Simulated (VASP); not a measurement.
Crystal: Zn5CdS6.

```
Zn Cd S
1.0
     3.83311    0.00000    0.00000
    -1.91656    3.31957    0.00000
     0.00000    0.00000   18.77834
Zn Cd S
5 1 6
Cartesian
  0.0000 0.0000 0.0000
  1.9166 1.1065 12.5189
  0.0000 0.0000 9.3892
  0.0000 2.2130 6.2594
  1.9166 1.1065 3.1297
  0.0000 2.2130 15.6486
  0.0000 0.0000 16.4311
  0.0000 2.2130 13.3013
  1.9166 1.1065 10.1716
  0.0000 0.0000 7.0419
  0.0000 2.2130 3.9122
  1.9166 1.1065 0.7824
```

```yaml
Program: VASP 6.6.1
Task: relaxation of cell and atoms
Functional: PBE
Potentials_or_basis: VASP PAW PBE potentials, release 64 (Zn, Cd, S)
Cutoff: 600 eV
k_mesh: 6 × 6 × 1
Occupations: gaussian, width 0.1 eV
Spin: no spin polarisation
```

At the start: pressure 5.4 GPa; volume 19.91 Å³/atom.

**Question.** Where does the relaxation end?

**Answer.** Over 16 steps the energy falls by 51.5 meV/atom and the volume is 21.13 Å³/atom (+6.1 %); space group P3m1 (No. 156, to 0.1 Å) before and after.

The path:
```csv
step,energy change (eV),largest force (eV/Å),pressure (GPa),volume (Å³)
1,0.0000,1.9112,5.38,238.94
2,-0.4188,0.5257,-1.84,262.83
3,-0.4381,0.7528,-0.77,258.30
4,-0.4961,0.4657,-0.36,256.24
5,-0.5306,0.6775,0.39,252.82
6,-0.5686,0.3039,0.17,253.23
7,-0.5765,0.3302,0.03,253.54
8,-0.5932,0.2055,-0.05,253.83
9,-0.5982,0.2848,-0.11,254.09
10,-0.6106,0.1368,0.03,253.55
11,-0.6134,0.1405,0.14,253.14
12,-0.6172,0.0798,-0.12,254.07
13,-0.6172,0.0830,-0.14,254.12
14,-0.6182,0.0457,0.08,253.26
15,-0.6182,0.0484,0.07,253.32
16,-0.6185,0.0157,-0.01,253.59
```

Final structure:
```xyz
12
Lattice="3.9009 0.0000 0.0000 -1.9505 3.3783 0.0000 0.0000 0.0000 19.2424" Properties=species:S:1:pos:R:3 pbc="T T T"
Zn    3.9009    0.0000    0.1702
Zn    1.9505    1.1261   12.6633
Zn    0.0000    0.0000    9.5377
Zn    0.0000    2.2522    6.4150
Zn    1.9505    1.1261    3.2875
Cd    0.0000    2.2522   15.9801
S     0.0000    0.0000   17.0661
S     0.0000    2.2522   13.4294
S     1.9505    1.1261   10.3061
S     0.0000    0.0000    7.1797
S     0.0000    2.2522    4.0575
S     1.9505    1.1261    0.9300
```
